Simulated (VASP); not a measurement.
# LiNbO3 (R3c) in VASP: single point with r2SCAN

Aim: the single point of LiNbO3 with r2SCAN.

Everything below comes from runs of VASP 6.6.1. Logs are shortened: lines on timing, memory, paths and dates and some standing lists are left out, and cuts for length are marked.

## (1) The cell of the first run

The structure is trigonal, space group R3c (No. 161). The conventional cell has a = 5.238 Å, b = 5.238 Å, c = 14.157 Å, α = 90.00°, β = 90.00°, γ = 120.00°. Li (site symmetry 3) has 6 O at 2.15 to 2.26 Å within 2.8 Å. Nb (site symmetry 3) has 6 O at 1.88 to 2.18 Å within 2.5 Å. O (site symmetry 1) has 2 Nb at 1.88 to 2.18 Å and 2 Li at 2.15 to 2.26 Å within 2.5 Å.

## (2) Single point, r2SCAN

POSCAR

```
LiNbO3
1.0
    2.6191134030      1.5121458283      4.7189351300
   -2.6191134030      1.5121458283      4.7189351300
    0.0000000000     -3.0242916565      4.7189351300
Li Nb O
2 2 6
Direct
    0.2833675296      0.2833675296      0.2833675296
    0.7833675296      0.7833675296      0.7833675296
    0.0007562090      0.0007562090      0.0007562090
    0.5007562090      0.5007562090      0.5007562090
    0.1170222445      0.3489534908      0.7217155262
    0.7217155262      0.1170222445      0.3489534908
    0.3489534908      0.7217155262      0.1170222445
    0.2217155262      0.8489534908      0.6170222445
    0.8489534908      0.6170222445      0.2217155262
    0.6170222445      0.2217155262      0.8489534908
```

INCAR.step1

```
PREC = Accurate
ENCUT = 520
ISMEAR = -1
SIGMA = 0.02
LREAL = F
LASPH = T
NELM = 60
NBANDS = 45
GGA = PE
ALGO = Normal
EDIFF = 1E-4
LWAVE = T
LCHARG = F
```

INCAR.step2

```
PREC = Accurate
ENCUT = 520
EDIFF = 1E-6
ISMEAR = -1
SIGMA = 0.02
LREAL = F
LASPH = T
NELM = 60
ALGO = Normal
ISIF = 2
LWAVE = F
LCHARG = T
METAGGA = R2SCAN
LMIXTAU = T
LELF = T
LVHAR = T
NBANDS = 45
ISTART = 1
```

KPOINTS

```
Automatic mesh
0
Gamma
  6 6 6
```

Potentials or basis: VASP PAW PBE potentials, release 64 (Li_sv, Nb_sv, O).

On the command line:

```bash
> cat potpaw_PBE.64/Li_sv/POTCAR potpaw_PBE.64/Nb_sv/POTCAR potpaw_PBE.64/O/POTCAR > POTCAR
> cp INCAR.step1 INCAR
> mpirun -np 1 vasp_std > vasp.out
> cp INCAR.step2 INCAR
> mpirun -np 1 vasp_std > vasp.out
```

OUTCAR:

```text
PREC = Accurate
   ENCUT = 520
   EDIFF = 1E-6
   ISMEAR = -1
   LREAL = F
   LASPH = T
   NELM = 60
   ISIF = 2
   METAGGA = R2SCAN
   ISTART = 1

 ion  position               nearest neighbor table
   1  0.283  0.283  0.283-   9 2.15  10 2.15   8 2.15   5 2.26   6 2.26   7 2.26
   2  0.783  0.783  0.783-   5 2.15   6 2.15   7 2.15   9 2.26  10 2.26   8 2.26
   3  0.001  0.001  0.001-   7 1.88   6 1.88   5 1.88   8 2.18  10 2.18   9 2.18
   4  0.501  0.501  0.501-   8 1.88  10 1.88   9 1.88   7 2.18   6 2.18   5 2.18
   5  0.117  0.349  0.722-   3 1.88   2 2.15   4 2.18   1 2.26
   6  0.722  0.117  0.349-   3 1.88   2 2.15   4 2.18   1 2.26
   7  0.349  0.722  0.117-   3 1.88   2 2.15   4 2.18   1 2.26
   8  0.222  0.849  0.617-   4 1.88   1 2.15   3 2.18   2 2.26
   9  0.849  0.617  0.222-   4 1.88   1 2.15   3 2.18   2 2.26
  10  0.617  0.222  0.849-   4 1.88   1 2.15   3 2.18   2 2.26

  LATTYP: Found a trigonal (rhomboedric) cell.
 ALAT       =     5.6048808002
 COS(alpha) =     0.5632772258

  Lattice vectors:

 A1 = (   2.6191134030,   1.5121458283,   4.7189351300)
 A2 = (  -2.6191134030,   1.5121458283,   4.7189351300)
 A3 = (   0.0000000000,  -3.0242916565,   4.7189351300)

Analysis of symmetry for initial positions (statically):
=====================================================================
 Subroutine PRICEL returns:
 Original cell was already a primitive cell.

 Routine SETGRP: Setting up the symmetry group for a
 trigonal (rhombohedral) supercell.

 Subroutine GETGRP returns: Found  6 space group operations
 (whereof  3 operations were pure point group operations)
 out of a pool of 12 trial point group operations.

The static configuration has the point symmetry C_3 .
 The point group associated with its full space group is C_3v.

Analysis of symmetry for dynamics (positions and initial velocities):
=====================================================================
 Subroutine PRICEL returns:
 Original cell was already a primitive cell.

 Routine SETGRP: Setting up the symmetry group for a
 trigonal (rhombohedral) supercell.

 Subroutine GETGRP returns: Found  6 space group operations
 (whereof  3 operations were pure point group operations)
 out of a pool of 12 trial point group operations.

The dynamic configuration has the point symmetry C_3 .
 The point group associated with its full space group is C_3v.

 Subroutine INISYM returns: Found  6 space group operations
 (whereof  3 operations are pure point group operations),
 and found     1 'primitive' translations

----------------------------------------------------------------------------------------

                                     Primitive cell

  volume of cell :     112.1355

  direct lattice vectors                    reciprocal lattice vectors
     2.619113403  1.512145828  4.718935130     0.190904296  0.110218647  0.070637405
    -2.619113403  1.512145828  4.718935130    -0.190904296  0.110218647  0.070637405
     0.000000000 -3.024291656  4.718935130     0.000000000 -0.220437293  0.070637405

  length of vectors
     5.604880800  5.604880800  5.604880800     0.231478386  0.231478386  0.231478386

  position of ions in fractional coordinates (direct lattice)
     0.283367530  0.283367530  0.283367530
     0.783367530  0.783367530  0.783367530
     0.000756209  0.000756209  0.000756209
     0.500756209  0.500756209  0.500756209
     0.117022244  0.348953491  0.721715526
     0.721715526  0.117022244  0.348953491
     0.348953491  0.721715526  0.117022244
     0.221715526  0.848953491  0.617022244
     0.848953491  0.617022244  0.221715526
     0.617022244  0.221715526  0.848953491

  ion indices of the primitive-cell ions
   primitive index   ion index
                 1           1
                 2           2
                 3           3
                 4           4
                 5           5
                 6           6
                 7           7
                 8           8
                 9           9
                10          10

----------------------------------------------------------------------------------------

 KPOINTS: Automatic mesh

Automatic generation of k-mesh.
 Grid dimensions read from file:
 generate k-points for:    6    6    6

 Generating k-lattice:

  Cartesian coordinates                     Fractional coordinates (reciprocal lattice)
     0.031817383  0.018369774  0.011772901     0.166666667  0.000000000  0.000000000
    -0.031817383  0.018369774  0.011772901     0.000000000  0.166666667  0.000000000
     0.000000000 -0.036739549  0.011772901    -0.000000000 -0.000000000  0.166666667

  Length of vectors
     0.038579731  0.038579731  0.038579731

  Shift w.r.t. Gamma in fractional coordinates (k-lattice)
     0.000000000  0.000000000  0.000000000

 Subroutine IBZKPT returns following result:
 ===========================================

 Found     32 irreducible k-points:

 Following reciprocal coordinates:
            Coordinates               Weight
  0.000000  0.000000  0.000000      1.000000
  0.166667 -0.000000 -0.000000      6.000000
  0.333333  0.000000 -0.000000      6.000000
  0.500000  0.000000 -0.000000      3.000000
  0.166667  0.166667 -0.000000      6.000000
  0.333333  0.166667 -0.000000     12.000000
[... 16 lines left out ...]
  0.500000  0.500000  0.166667      6.000000
 -0.333333  0.500000  0.166667     12.000000
 [... further k-points ...]
   k-points           NKPTS =     32   k-points in BZ     NKDIM =     32   number of bands    NBANDS=     45
   number of dos      NEDOS =    301   number of ions     NIONS =     10
   total plane-waves  NPLWV =  74088
   dimension x,y,z NGX =    42 NGY =   42 NGZ =   42
   dimension x,y,z NGXF=    84 NGYF=   84 NGZF=   84
   ions per type =               2   2   6
   NGX,Y,Z   is equivalent  to a cutoff of  12.46, 12.46, 12.46 a.u.
   NGXF,Y,Z  is equivalent  to a cutoff of  24.92, 24.92, 24.92 a.u.
 SYSTEM =  unknown system
   PREC   = accura    normal or accurate (medium, high low for compatibility)
   ISTART =      1    job   : 0-new  1-cont  2-samecut
   ICHARG =      0    charge: 1-file 2-atom 10-const
   ISPIN  =      1    spin polarized calculation?
   LNONCOLLINEAR =      F non collinear calculations
   LSORBIT =      F    spin-orbit coupling
   LASPH  =      T    aspherical Exc in radial PAW
   ENCUT  =  520.0 eV  38.22 Ry    6.18 a.u.  10.42 10.42 10.42*2*pi/ulx,y,z
   NELM   =     60;   NELMIN=  2; NELMDL=  0     # of ELM steps
   EDIFF  = 0.1E-05   stopping-criterion for ELM
   LREAL  =      F    real-space projection
   EDIFFG = 0.1E-04   stopping-criterion for IOM
   NSW    =      0    number of steps for IOM
   IBRION =     -1    ionic relax: 0-MD 1-quasi-New 2-CG
   NFREE  =      0    steps in history (QN), initial steepest desc. (CG)
   ISIF   =      2    stress and relaxation
   ISYM   =      2    0-nonsym 1-usesym 2-fastsym
   POTIM  = 0.5000    time-step for ionic-motion
   TEBEG  =    0.0;   TEEND  =   0.0 temperature during run
   PSTRESS=    0.0 pullay stress
   NELECT =      68.0000    total number of electrons
   NUPDOWN=      -1.0000    fix difference up-down
   EMIN   =  10.00;   EMAX   =-10.00  energy-range for DOS
   EFERMI =   0.00;   METHOD = LEGACY
   ISMEAR =    -1;   SIGMA  =   0.02  broadening in eV -4-tet -1-fermi 0-gaus
   EFERMI_NEDOS =   21; number of points for ismear=-14 and -15
   IALGO  =     38    algorithm
   IMIX   =      4    mixing-type and parameters
     AMIX     =   0.40;   BMIX     =  1.00
     AMIX_MAG =   1.60;   BMIX_MAG =  1.00
  volume/ion in A,a.u.               =      11.21        75.67
  Fermi-wavevector in a.u.,A,eV,Ry     =   1.385681  2.618558 26.124723  1.920113
  Thomas-Fermi vector in A             =   2.510069
   LORBIT       =      0    0 simple, 1 ext, 2 COOP (PROOUT), +10 PAW based schemes
   METAGGA = R2SCAN    functional components
   LHFCALC =     F    Hartree Fock is set to
   AEXX    =    0.0000 exact exchange contribution
   IVDW    =     0    specifies the selected vdW correction
   LEPSILON=     F    determine dielectric tensor
   LRPA    =     F    only Hartree local field effects (RPA)
 non-spin polarized calculation
  energy-cutoff  :      520.00
  volume of cell :      112.14
 maximum number of plane-waves:      3053
 NGX is ok and might be reduce to    42
   NGX = 21   NGY = 21   NGZ = 21

 number of electron      67.9999997 magnetization

 Free energy of the ion-electron system (eV)
  ---------------------------------------------------
  ext. energy  EPLUGINS =         0.00000000
  ---------------------------------------------------
  free energy    TOTEN  =      -118.51933616 eV

  energy without entropy =     -118.51933616  energy(sigma->0) =     -118.51933616

 E-fermi :   3.3046     XC(G=0): -11.1587

 val. band max:        2.7067755120   @ k =   0.0000   0.0000   0.0000
 cond. band min:       6.6906110526   @ k =   0.1667   0.1667  -0.0000
 fundamental gap:      3.9838355406
 Fermi energy:         3.3045513372

 k-point     1 :       0.0000    0.0000    0.0000
  band No.  band energies     occupation
      1     -53.2434      2.00000
      2     -53.2304      2.00000
      3     -41.4211      2.00000
      4     -41.4193      2.00000
      5     -28.8000      2.00000
      6     -28.8000      2.00000
[... 37 lines left out ...]
     44      12.9112      0.00000
     45      12.9122      0.00000

 k-point     2 :       0.1667   -0.0000   -0.0000
  band No.  band energies     occupation
      1     -53.2425      2.00000
      2     -53.2312      2.00000
      3     -41.4211      2.00000
      4     -41.4194      2.00000
      5     -28.7917      2.00000
      6     -28.7905      2.00000
[... 37 lines left out ...]
     44      12.8056      0.00000
     45      12.8483      0.00000

 k-point     3 :       0.3333    0.0000   -0.0000
  band No.  band energies     occupation
      1     -53.2401      2.00000
      2     -53.2336      2.00000
      3     -41.4207      2.00000
      4     -41.4198      2.00000
      5     -28.7676      2.00000
      6     -28.7643      2.00000
[... 997 lines left out ...]
     44      12.5856      0.00000
     45      13.0088      0.00000

 k-point    24 :      -0.3333    0.5000    0.1667
  band No.  band energies     occupation
      1     -53.2379      2.00000
      2     -53.2357      2.00000
      3     -41.4205      2.00000
      4     -41.4201      2.00000
      5     -28.7986      2.00000
      6     -28.7964      2.00000
[... 37 lines left out ...]
     44      12.5071      0.00000
     45      13.3963      0.00000

 [... further k-points ...]
[... 5 lines left out ...]
  --------------------------------------------------------------------------------------
  -------------------------------------------------------------------------------------
  Total       -3.9477238     -3.9477238     -4.5055285      0.0000000     -0.0000000      0.0000000
  in kB      -56.4045458    -56.4045458    -64.3743845      0.0000000     -0.0000000      0.0000000
  external PRESSURE =     -59.0611587 kB  Pullay stress =       0.0000000 kB

 VOLUME and BASIS-vectors are now :
 -----------------------------------------------------------------------------
  energy-cutoff  :      520.00
  volume of cell :      112.14
      direct lattice vectors                 reciprocal lattice vectors
     2.619113403  1.512145828  4.718935130     0.190904296  0.110218647  0.070637405
    -2.619113403  1.512145828  4.718935130    -0.190904296  0.110218647  0.070637405
     0.000000000 -3.024291656  4.718935130     0.000000000 -0.220437293  0.070637405

 POSITION                                       TOTAL-FORCE (eV/Angst)
 -----------------------------------------------------------------------------------
      0.00000      0.00000      4.01158        -0.000000      0.000000      0.035629
      0.00000      0.00000     11.08998        -0.000000      0.000000      0.035629
      0.00000      0.00000      0.01071        -0.000000     -0.000000     -0.063235
      0.00000      0.00000      7.08911        -0.000000     -0.000000     -0.063235
     -0.60745     -1.47805      5.60464        -0.020145      0.026262      0.009202
      1.58376      0.21296      5.60464        -0.012671     -0.030577      0.009202
     -0.97631      1.26510      5.60464         0.032816      0.004315      0.009202
     -1.64281     -0.24705      7.96411        -0.032816      0.004315      0.009202
      0.60745      1.54624      7.96411         0.020145      0.026262      0.009202
      1.03535     -1.29919      7.96411         0.012671     -0.030577      0.009202
 -----------------------------------------------------------------------------------
    total drift:                               -0.000000     -0.000001      0.068559

  FREE ENERGIE OF THE ION-ELECTRON SYSTEM (eV)
  ---------------------------------------------------
  free  energy   TOTEN  =      -118.5193361558 eV

  energy  without entropy=     -118.5193361558  energy(sigma->0) =     -118.51933616
```

It took 14 min on 1 thread of Intel Xeon Platinum 8259CL at 2.50GHz (Skylake/Cascade Lake), shared host; peak memory 0.36 GiB.

Results:

```yaml
Free_energy: -118.5193 eV
Largest_force: 0.063 eV/Å
Band_gap_on_the_k_mesh: 3.98 eV (least direct gap 4.01 eV)
```

Forces on the atoms (eV/Å):
```
Li   0.000  0.000  0.036
Li   0.000  0.000  0.036
Nb   0.000  0.000 -0.063
Nb   0.000  0.000 -0.063
O   -0.020  0.026  0.009
O   -0.013 -0.031  0.009
O    0.033  0.004  0.009
O   -0.033  0.004  0.009
O    0.020  0.026  0.009
O    0.013 -0.031  0.009
```

Caveat: the cutoff is under 1.25 times the usual one of these potentials, so pressure, stress and relaxed cells hold a basis-set (Pulay) error; the PAW data sets were made with another functional, which shifts forces and pressure a little.
